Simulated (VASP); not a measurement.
# Sn (Immm) in VASP: a series of runs, part 2 of 2

VASP 6.6.1. Earlier steps stand in the parts before.

### 4 Single point, PBEsol+D3(BJ)

This run uses another cell than the first one, of the same volume but with other edges.

Contents of INCAR:

```
PREC = Accurate ; ENCUT = 520
EDIFF = 1E-6 ; ISMEAR = 0
SIGMA = 0.15 ; LREAL = False
LASPH = True ; NELM = 60
ALGO = Fast ; ISIF = 2
LWAVE = False ; LCHARG = False
GGA = PS ; IVDW = 12
NBANDS = 13
```

Contents of KPOINTS:

```
Automatic mesh
0
Gamma
  22 22 22
```

Contents of POSCAR:

```
Sn
1.0
   -1.7501931585      1.7998725844      2.2755629406
    1.7501931585     -1.7998725844      2.2755629406
    1.7501931585      1.7998725844     -2.2755629406
Sn
1
Direct
    0.0000000000      0.0000000000      0.0000000000
```

Potentials or basis: VASP PAW PBE potentials, release 64 (Sn_d).

The run is started by

```
$ cat potpaw_PBE.64/Sn_d/POTCAR > POTCAR
$ mpirun -np 1 vasp_std > vasp.out
```

OUTCAR:

```text
PREC = Accurate
   ENCUT = 520
   EDIFF = 1E-6
   ISMEAR = 0
   LREAL = False
   LASPH = True
   NELM = 60
   ISIF = 2
   GGA = PS
   IVDW = 12
 IVDW          = 12

 ion  position               nearest neighbor table
   1  0.000  0.000  0.000-

  LATTYP: Found a body centered orthorhombic cell.
 ALAT       =     3.5003863170
 B/A-ratio  =     1.0283851103
 C/A-ratio  =     1.3001781715

  Lattice vectors:

 A1 = (  -1.7501931585,   1.7998725844,   2.2755629406)
 A2 = (   1.7501931585,  -1.7998725844,   2.2755629406)
 A3 = (   1.7501931585,   1.7998725844,  -2.2755629406)

Analysis of symmetry for initial positions (statically):
=====================================================================
 Subroutine PRICEL returns:
 Original cell was already a primitive cell.

 Routine SETGRP: Setting up the symmetry group for a
 body centered orthorhombic supercell.

 Subroutine GETGRP returns: Found  8 space group operations
 (whereof  8 operations were pure point group operations)
 out of a pool of  8 trial point group operations.

The static configuration has the point symmetry D_2h.

Analysis of symmetry for dynamics (positions and initial velocities):
=====================================================================
 Subroutine PRICEL returns:
 Original cell was already a primitive cell.

 Routine SETGRP: Setting up the symmetry group for a
 body centered orthorhombic supercell.

 Subroutine GETGRP returns: Found  8 space group operations
 (whereof  8 operations were pure point group operations)
 out of a pool of  8 trial point group operations.

The dynamic configuration has the point symmetry D_2h.

 Subroutine INISYM returns: Found  8 space group operations
 (whereof  8 operations are pure point group operations),
 and found     1 'primitive' translations

----------------------------------------------------------------------------------------

                                     Primitive cell

  volume of cell :      28.6732

  direct lattice vectors                    reciprocal lattice vectors
    -1.750193158  1.799872584  2.275562941     0.000000000  0.277797442  0.219725849
     1.750193158 -1.799872584  2.275562941     0.285682753  0.000000000  0.219725849
     1.750193158  1.799872584 -2.275562941     0.285682753  0.277797442  0.000000000

  length of vectors
     3.388348286  3.388348286  3.388348286     0.354190440  0.360408219  0.398479679

  position of ions in fractional coordinates (direct lattice)
     0.000000000  0.000000000  0.000000000

  ion indices of the primitive-cell ions
   primitive index   ion index
                 1           1

----------------------------------------------------------------------------------------

 KPOINTS: Automatic mesh

Automatic generation of k-mesh.
 Grid dimensions read from file:
 generate k-points for:   22   22   22

 Generating k-lattice:

  Cartesian coordinates                     Fractional coordinates (reciprocal lattice)
     0.000000000  0.012627156  0.009987539     0.045454545  0.000000000 -0.000000000
     0.012985580  0.000000000  0.009987539     0.000000000  0.045454545 -0.000000000
     0.012985580  0.012627156  0.000000000     0.000000000  0.000000000  0.045454545

  Length of vectors
     0.016099565  0.016382192  0.018112713

  Shift w.r.t. Gamma in fractional coordinates (k-lattice)
     0.000000000  0.000000000  0.000000000

 Subroutine IBZKPT returns following result:
 ===========================================

 Found   1530 irreducible k-points:

 Following reciprocal coordinates:
            Coordinates               Weight
  0.000000  0.000000  0.000000      1.000000
  0.045455  0.000000 -0.000000      4.000000
  0.090909  0.000000 -0.000000      4.000000
  0.136364  0.000000 -0.000000      4.000000
  0.181818  0.000000  0.000000      4.000000
  0.227273  0.000000 -0.000000      4.000000
[... 16 lines left out ...]
  0.454545  0.045455 -0.000000      8.000000
  0.500000  0.045455 -0.000000      8.000000
 [... further k-points ...]
   k-points           NKPTS =   1530   k-points in BZ     NKDIM =   1530   number of bands    NBANDS=     13
   number of dos      NEDOS =    301   number of ions     NIONS =      1
   total plane-waves  NPLWV =  21952
   dimension x,y,z NGX =    28 NGY =   28 NGZ =   28
   dimension x,y,z NGXF=    56 NGYF=   56 NGZF=   56
   ions per type =               1
   NGX,Y,Z   is equivalent  to a cutoff of  13.74, 13.74, 13.74 a.u.
   NGXF,Y,Z  is equivalent  to a cutoff of  27.48, 27.48, 27.48 a.u.
 SYSTEM =  unknown system
   PREC   = accura    normal or accurate (medium, high low for compatibility)
   ISTART =      0    job   : 0-new  1-cont  2-samecut
   ICHARG =      2    charge: 1-file 2-atom 10-const
   ISPIN  =      1    spin polarized calculation?
   LNONCOLLINEAR =      F non collinear calculations
   LSORBIT =      F    spin-orbit coupling
   LASPH  =      T    aspherical Exc in radial PAW
   ENCUT  =  520.0 eV  38.22 Ry    6.18 a.u.   6.30  6.30  6.30*2*pi/ulx,y,z
   NELM   =     60;   NELMIN=  2; NELMDL= -5     # of ELM steps
   EDIFF  = 0.1E-05   stopping-criterion for ELM
   LREAL  =      F    real-space projection
   EDIFFG = 0.1E-04   stopping-criterion for IOM
   NSW    =      0    number of steps for IOM
   IBRION =     -1    ionic relax: 0-MD 1-quasi-New 2-CG
   NFREE  =      0    steps in history (QN), initial steepest desc. (CG)
   ISIF   =      2    stress and relaxation
   ISYM   =      2    0-nonsym 1-usesym 2-fastsym
   POTIM  = 0.5000    time-step for ionic-motion
   TEBEG  =    0.0;   TEEND  =   0.0 temperature during run
   PSTRESS=    0.0 pullay stress
   NELECT =      14.0000    total number of electrons
   NUPDOWN=      -1.0000    fix difference up-down
   EMIN   =  10.00;   EMAX   =-10.00  energy-range for DOS
   EFERMI =   0.00;   METHOD = LEGACY
   ISMEAR =     0;   SIGMA  =   0.15  broadening in eV -4-tet -1-fermi 0-gaus
   EFERMI_NEDOS =   21; number of points for ismear=-14 and -15
   IALGO  =     68    algorithm
   IMIX   =      4    mixing-type and parameters
     AMIX     =   0.40;   BMIX     =  1.00
     AMIX_MAG =   1.60;   BMIX_MAG =  1.00
  volume/ion in A,a.u.               =      28.67       193.50
  Fermi-wavevector in a.u.,A,eV,Ry     =   1.289116  2.436076 22.610433  1.661820
  Thomas-Fermi vector in A             =   2.421028
   LORBIT       =      0    0 simple, 1 ext, 2 COOP (PROOUT), +10 PAW based schemes
   GGA     = PS    functional components
   LHFCALC =     F    Hartree Fock is set to
   AEXX    =    0.0000 exact exchange contribution
   IVDW    =    12    specifies the selected vdW correction
   LEPSILON=     F    determine dielectric tensor
   LRPA    =     F    only Hartree local field effects (RPA)
 non-spin polarized calculation
 RMM-DIIS sequential band-by-band and
 Gauss-broadening in eV      SIGMA  =   0.15
  energy-cutoff  :      520.00
  volume of cell :       28.67
 maximum number of plane-waves:       797
 NGX is ok and might be reduce to    28

 number of electron      14.0000000 magnetization

 Free energy of the ion-electron system (eV)
  ---------------------------------------------------
  ext. energy  EPLUGINS =         0.00000000
  ---------------------------------------------------
  free energy    TOTEN  =        -4.21027484 eV

  energy without entropy =       -4.20428388  energy(sigma->0) =       -4.20727936

 E-fermi :   7.3537     XC(G=0): -10.2537

 val. band max:        7.3491454057   @ k =  -0.2727   0.3182   0.2727
 cond. band min:       7.3551674221   @ k =   0.2273   0.1818   0.1364
 fundamental gap:      0.0060220163
 Fermi energy:         7.3537204942

 k-point     1 :       0.0000    0.0000    0.0000
  band No.  band energies     occupation
      1     -14.1060      2.00000
      2     -14.0927      2.00000
      3     -14.0533      2.00000
      4     -14.0491      2.00000
      5     -13.9917      2.00000
      6      -3.4240      2.00000
      7      14.4241      0.00000
      8      14.4732      0.00000
      9      14.9271      0.00000
     10      18.0423      0.00000
     11      18.5027      0.00000
     12      19.1510      0.00000
     13      19.1613      0.00000
[... 354 lines left out ...]
  band No.  band energies     occupation
      1     -14.0963      2.00000
      2     -14.0825      2.00000
      3     -14.0561      2.00000
      4     -13.9713      2.00000
      5     -13.9415      2.00000
      6       0.5077      2.00000
      7       3.0557      2.00000
      8      11.9937      0.00000
      9      13.2620      0.00000
     10      16.8948      0.00000
     11      17.0361      0.00000
     12      18.0924      0.00000
     13      19.6734      0.00000

 [... further k-points ...]

------------------------ aborting loop because EDIFF is reached ----------------------------------------

 Edisp (eV)   -0.36820

 E8    (eV) :    -0.2595

  FORCE on cell =-STRESS in cart. coord.  units (eV):
  Direction    XX          YY          ZZ          XY          YZ          ZX
  --------------------------------------------------------------------------------------
  -------------------------------------------------------------------------------------
  Total      -1.00228    -1.10179    -1.03180    -0.00000     0.00000     0.00000
  in kB     -56.00430   -61.56462   -57.65379    -0.00000     0.00000     0.00000
  external pressure =      -58.41 kB  Pullay stress =        0.00 kB

 VOLUME and BASIS-vectors are now :
 -----------------------------------------------------------------------------
  energy-cutoff  :      520.00
  volume of cell :       28.67
      direct lattice vectors                 reciprocal lattice vectors
    -1.750193158  1.799872584  2.275562941     0.000000000  0.277797442  0.219725849
     1.750193158 -1.799872584  2.275562941     0.285682753  0.000000000  0.219725849
     1.750193158  1.799872584 -2.275562941     0.285682753  0.277797442  0.000000000

 POSITION                                       TOTAL-FORCE (eV/Angst)
 -----------------------------------------------------------------------------------
      0.00000      0.00000      0.00000        -0.000000      0.000000     -0.000000
 -----------------------------------------------------------------------------------
    total drift:                                0.000000     -0.000000      0.000000

  FREE ENERGIE OF THE ION-ELECTRON SYSTEM (eV)
  ---------------------------------------------------
  free  energy   TOTEN  =        -4.5784738354 eV

  energy  without entropy=       -4.5724828720  energy(sigma->0) =       -4.57547835
```

OSZICAR:

```text
N       E                     dE             d eps       ncg     rms          rms(c)
DAV:   1     0.802856882630E+02    0.80286E+02   -0.71954E+03 40855   0.158E+03
DAV:   2     0.149932472236E+01   -0.78786E+02   -0.76285E+02 42215   0.336E+02
DAV:   3    -0.410703032056E+01   -0.56064E+01   -0.55848E+01 47329   0.733E+01
DAV:   4    -0.422449339958E+01   -0.11746E+00   -0.11744E+00 48303   0.114E+01
DAV:   5    -0.422854455351E+01   -0.40512E-02   -0.40511E-02 52192   0.206E+00    0.121E+00
RMM:   6    -0.421442672983E+01    0.14118E-01   -0.13839E-02 50276   0.154E+00    0.676E-01
RMM:   7    -0.421042267299E+01    0.40041E-02   -0.95709E-03 50167   0.114E+00    0.108E-01
RMM:   8    -0.421023504766E+01    0.18763E-03   -0.85673E-04 55230   0.438E-01    0.268E-02
RMM:   9    -0.421027185126E+01   -0.36804E-04   -0.37309E-04 61793   0.179E-01    0.235E-02
RMM:  10    -0.421027252886E+01   -0.67761E-06   -0.59562E-05 53306   0.114E-01    0.479E-03
RMM:  11    -0.421027434882E+01   -0.18200E-05   -0.32223E-05 64241   0.559E-02    0.735E-03
RMM:  12    -0.421027484227E+01   -0.49345E-06   -0.34785E-06 41725   0.186E-02
   1 F= -.45784738E+01 E0= -.45754784E+01  d E =-.599096E-02
```

Wall time 11 min (1 thread of Oxide Virtual Turin-like, shared host); peak memory 0.57 GiB.

What came out:

- Free energy: -4.5785 eV
- Pressure: -5.8 GPa
- Band gap on the k mesh: zero (band 7 reaches 14.42 eV, above the bottom of band 8 at 5.28 eV)
- Dispersion energy per atom: -0.368 eV

Stress tensor (GPa, compression positive):
```
-5.60  0.00  0.00
 0.00 -6.16  0.00
 0.00  0.00 -5.77
```

Caveat: the PAW data sets were made with another functional, which shifts forces and pressure a little; spin-orbit coupling is left out, which moves the levels of the heavy elements; pairwise dispersion overbinds metals, which lowers pressure and volume.

### 5 Summary

| cell | gap on the mesh (eV) | pressure (GPa) |
| --- | --- | --- |
| a = 3.522 Å, angles 125.1, 123.4, 82.9°, 1 atom | none | -5.7 |
| a = 3.373 Å, angles 116.5, 114.5, 98.0°, 1 atom | none | -5.9 |
| a = 3.388 Å, angles 117.8, 115.8, 95.6°, 1 atom | none | -5.8 |

Alike in all rows: task single point; level PBEsol+D3(BJ); potentials or basis VASP PAW PBE potentials, release 64 (Sn_d); no spin polarisation; k mesh 22 × 22 × 22; cutoff (eV) 520; smearing gaussian 0.15 eV.

Caveats: the PAW data sets were made with another functional, which shifts forces and pressure a little; spin-orbit coupling is left out, which moves the levels of the heavy elements; pairwise dispersion overbinds metals, which lowers pressure and volume.

Absolute energies hang on the potentials; compare differences alone.
